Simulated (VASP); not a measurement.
# NaCdI3 (Pm-3m) in VASP: a series of runs, part 2 of 2

VASP 6.6.1. The steps go on from the part before.

### Step 3. Single point, r2SCAN (42.70 Å³/atom)

This run uses another cell than the first one, of 42.70 Å³/atom.

Contents of POSCAR:

```
NaCdI3
1.0
    5.9769516471      0.0000000000      0.0000000000
    0.0000000000      5.9769516471      0.0000000000
    0.0000000000      0.0000000000      5.9769516471
Na Cd I
1 1 3
Direct
    0.0000000000      0.0000000000      0.0000000000
    0.5000000000      0.5000000000      0.5000000000
    0.5000000000      0.5000000000      0.0000000000
    0.5000000000      0.0000000000      0.5000000000
    0.0000000000      0.5000000000      0.5000000000
```

Contents of INCAR.step1:

```
  PREC = Accurate
  ENCUT = 520
  ISMEAR = -1
  SIGMA = 0.02
  LREAL = False
  LASPH = True
  NELM = 60
  NBANDS = 28
  GGA = PE
  ALGO = Normal
  EDIFF = 1E-4
  LWAVE = True
  LCHARG = False
```

Contents of INCAR.step2:

```
  PREC = Accurate
  ENCUT = 520
  EDIFF = 1E-6
  ISMEAR = -1
  SIGMA = 0.02
  LREAL = False
  LASPH = True
  NELM = 60
  ALGO = Normal
  ISIF = 2
  LWAVE = False
  LCHARG = False
  METAGGA = R2SCAN
  LMIXTAU = True
  NBANDS = 28
  ISTART = 1
```

Contents of KPOINTS:

```
Automatic mesh
0
Gamma
  4 4 4
```

Potentials or basis: VASP PAW PBE potentials, release 64 (Na_pv, Cd, I).

Run with:

```
> cat potpaw_PBE.64/Na_pv/POTCAR potpaw_PBE.64/Cd/POTCAR potpaw_PBE.64/I/POTCAR > POTCAR
> cp INCAR.step1 INCAR
> mpirun -np 1 vasp_std > vasp.out
> cp INCAR.step2 INCAR
> mpirun -np 1 vasp_std > vasp.out
```

Run time: 2.8 min. Hardware: 1 thread of AMD EPYC 9R45 (Zen 5), shared host; peak memory 0.36 GiB.

It converged, with:

```yaml
Free_energy: -101.2956 eV
Pressure: -0.6 GPa
Band_gap_on_the_k_mesh: 0.13 eV (least direct gap 0.65 eV)
```

Levels at points of the mesh, in eV from the valence-band top:
```
           k point  band 17  band 18  band 19  band 20  band 21  band 22  band 23  band 24
(0.00, 0.00, 0.00)    -0.74    -0.52    -0.52    -0.52     0.13     3.11     6.22     6.22
(0.50, 0.00, 0.00)    -1.05    -0.92    -0.60    -0.60     2.92     4.41     5.12     6.42
(0.50, 0.50, 0.00)    -1.02    -1.02    -0.23    -0.01     4.47     4.61     5.47     5.47
(0.50, 0.50, 0.50)    -0.21     0.00     0.00     0.00     3.42     4.83     4.83     4.83
```

Caveat: the PAW data sets were made with another functional, which shifts forces and pressure a little; spin-orbit coupling is left out, which moves the levels of the heavy elements.

### Step 4. Single point, r2SCAN (43.95 Å³/atom)

This run uses another cell than the first one, of 43.95 Å³/atom.

POSCAR: that of step 3 with these lines changed.

```diff
@@ -2,5 +2,5 @@
 1.0
-    5.9769516471      0.0000000000      0.0000000000
-    0.0000000000      5.9769516471      0.0000000000
-    0.0000000000      0.0000000000      5.9769516471
+    6.0344258618      0.0000000000      0.0000000000
+    0.0000000000      6.0344258618      0.0000000000
+    0.0000000000      0.0000000000      6.0344258618
 Na Cd I
```

Contents of INCAR.step1:

```
PREC     = Accurate       # precision mode
ENCUT    = 520            # plane-wave cutoff, eV
ISMEAR   = -1             # smearing method
SIGMA    = 0.02           # smearing width, eV
LREAL    = False          # projectors in reciprocal space
LASPH    = True           # aspherical terms in the spheres
NELM     = 60             # most SCF steps
NBANDS   = 28             # bands
GGA      = PE             # functional
ALGO     = Normal         # electronic algorithm
EDIFF    = 1E-4           # SCF threshold, eV
LWAVE    = True           # write WAVECAR
LCHARG   = False          # write CHGCAR
```

Contents of INCAR.step2:

```
PREC     = Accurate       # precision mode
ENCUT    = 520            # plane-wave cutoff, eV
EDIFF    = 1E-7           # SCF threshold, eV
ISMEAR   = -1             # smearing method
SIGMA    = 0.02           # smearing width, eV
LREAL    = False          # projectors in reciprocal space
LASPH    = True           # aspherical terms in the spheres
NELM     = 60             # most SCF steps
ALGO     = Normal         # electronic algorithm
ISIF     = 2              # what is computed and relaxed
LWAVE    = False          # write WAVECAR
LCHARG   = False          # write CHGCAR
METAGGA  = R2SCAN         # meta-GGA
LMIXTAU  = True         
NBANDS   = 28             # bands
ISTART   = 1
```

KPOINTS is that of step 3.

Potentials or basis: VASP PAW PBE potentials, release 64 (Na_pv, Cd, I).

Run with:

```
> cat potpaw_PBE.64/Na_pv/POTCAR potpaw_PBE.64/Cd/POTCAR potpaw_PBE.64/I/POTCAR > POTCAR
> cp INCAR.step1 INCAR
> mpirun -np 1 vasp_std > vasp.out
> cp INCAR.step2 INCAR
> mpirun -np 1 vasp_std > vasp.out
```

OUTCAR:

```text
PREC = Accurate
   ENCUT = 520
   EDIFF = 1E-7
   ISMEAR = -1
   LREAL = False
   LASPH = True
   NELM = 60
   ISIF = 2
   METAGGA = R2SCAN
   ISTART = 1

 ion  position               nearest neighbor table
   1  0.000  0.000  0.000-
   2  0.500  0.500  0.500-   3 3.02   4 3.02   5 3.02   3 3.02   4 3.02   5 3.02
   3  0.500  0.500  0.000-   2 3.02   2 3.02
   4  0.500  0.000  0.500-   2 3.02   2 3.02
   5  0.000  0.500  0.500-   2 3.02   2 3.02

  LATTYP: Found a simple cubic cell.
 ALAT       =     6.0344258618

  Lattice vectors:

 A1 = (   6.0344258618,   0.0000000000,   0.0000000000)
 A2 = (   0.0000000000,   6.0344258618,   0.0000000000)
 A3 = (   0.0000000000,   0.0000000000,   6.0344258618)

Analysis of symmetry for initial positions (statically):
=====================================================================
 Subroutine PRICEL returns:
 Original cell was already a primitive cell.

 Routine SETGRP: Setting up the symmetry group for a
 simple cubic supercell.

 Subroutine GETGRP returns: Found 48 space group operations
 (whereof 48 operations were pure point group operations)
[... 154 lines left out ...]

 E-fermi :   0.2998     XC(G=0):  -7.5219

 val. band max:        0.2265829363   @ k =   0.5000   0.5000   0.5000
 cond. band min:       0.3232233955   @ k =   0.0000   0.0000   0.0000
 fundamental gap:      0.0966404592
 Fermi energy:         0.2998078911

 k-point     1 :       0.0000    0.0000    0.0000
  band No.  band energies     occupation
      1     -25.1251      2.00000
      2     -25.1251      2.00000
      3     -25.1251      2.00000
      4     -11.7697      2.00000
      5     -11.2325      2.00000
      6     -11.2325      2.00000
[... 299 lines left out ...]
     27       7.9959      0.00000
     28       7.9959      0.00000

------------------------ aborting loop because EDIFF is reached ----------------------------------------

  FORCE on cell =-STRESS in cart. coord.  units (eV):
  Direction    XX          YY          ZZ          XY          YZ          ZX
  --------------------------------------------------------------------------------------
  -------------------------------------------------------------------------------------
  Total       -1.4688494     -1.4688494     -1.4688494     -0.0000000     -0.0000000     -0.0000000
  in kB      -10.7097659    -10.7097659    -10.7097659     -0.0000000     -0.0000000     -0.0000000
  external PRESSURE =     -10.7097659 kB  Pullay stress =       0.0000000 kB

 VOLUME and BASIS-vectors are now :
 -----------------------------------------------------------------------------
  energy-cutoff  :      520.00
  volume of cell :      219.74
      direct lattice vectors                 reciprocal lattice vectors
     6.034425862  0.000000000  0.000000000     0.165715848  0.000000000  0.000000000
     0.000000000  6.034425862  0.000000000     0.000000000  0.165715848  0.000000000
     0.000000000  0.000000000  6.034425862     0.000000000  0.000000000  0.165715848

 POSITION                                       TOTAL-FORCE (eV/Angst)
 -----------------------------------------------------------------------------------
      0.00000      0.00000      0.00000         0.000000      0.000000      0.000000
      3.01721      3.01721      3.01721         0.000000      0.000000      0.000000
      3.01721      3.01721      0.00000         0.000000      0.000000      0.000000
      3.01721      0.00000      3.01721         0.000000      0.000000      0.000000
      0.00000      3.01721      3.01721         0.000000      0.000000      0.000000
 -----------------------------------------------------------------------------------
    total drift:                                0.000000     -0.000000     -0.000000

  FREE ENERGIE OF THE ION-ELECTRON SYSTEM (eV)
  ---------------------------------------------------
  free  energy   TOTEN  =      -101.2642263668 eV

  energy  without entropy=     -101.2631594577  energy(sigma->0) =     -101.26369291
```

Run time: 2.6 min. Hardware: 1 thread of AMD EPYC 9R45 (Zen 5), shared host; peak memory 0.36 GiB.

What came out:

```
Free energy            : -101.2642 eV
Pressure               : -1.1 GPa
Band gap on the k mesh : 0.10 eV (least direct gap 0.59 eV)
```

Levels at points of the mesh, in eV from the valence-band top:
| k point | band 18 | band 19 | band 20 | band 21 | band 22 | band 23 |
| --- | --- | --- | --- | --- | --- | --- |
| (0.00, 0.00, 0.00) | -0.50 | -0.50 | -0.50 | 0.10 | 3.12 | 6.26 |
| (0.50, 0.00, 0.00) | -0.87 | -0.57 | -0.57 | 2.81 | 4.40 | 5.12 |
| (0.50, 0.50, 0.00) | -0.96 | -0.25 | -0.01 | 4.31 | 4.59 | 5.45 |
| (0.50, 0.50, 0.50) | 0.00 | 0.00 | 0.00 | 3.46 | 4.81 | 4.81 |

Caveat: the PAW data sets were made with another functional, which shifts forces and pressure a little; spin-orbit coupling is left out, which moves the levels of the heavy elements. A k mesh can miss the band edges.

### Step 5. Overview

| cell | gap on the mesh (eV) | pressure (GPa) |
| --- | --- | --- |
| a = 5.918 Å, 5 atoms | 0.16 | 0.1 |
| a = 5.977 Å, 5 atoms | 0.13 | -0.6 |
| a = 6.034 Å, 5 atoms | 0.10 | -1.1 |

Alike in all rows: task single point; level r2SCAN; potentials or basis VASP PAW PBE potentials, release 64 (Na_pv, Cd, I); no spin polarisation; k mesh 4 × 4 × 4; cutoff (eV) 520; smearing fermi-dirac 0.02 eV.

Caveats: the PAW data sets were made with another functional, which shifts forces and pressure a little; spin-orbit coupling is left out, which moves the levels of the heavy elements.

Absolute energies hang on the potentials; compare differences alone.
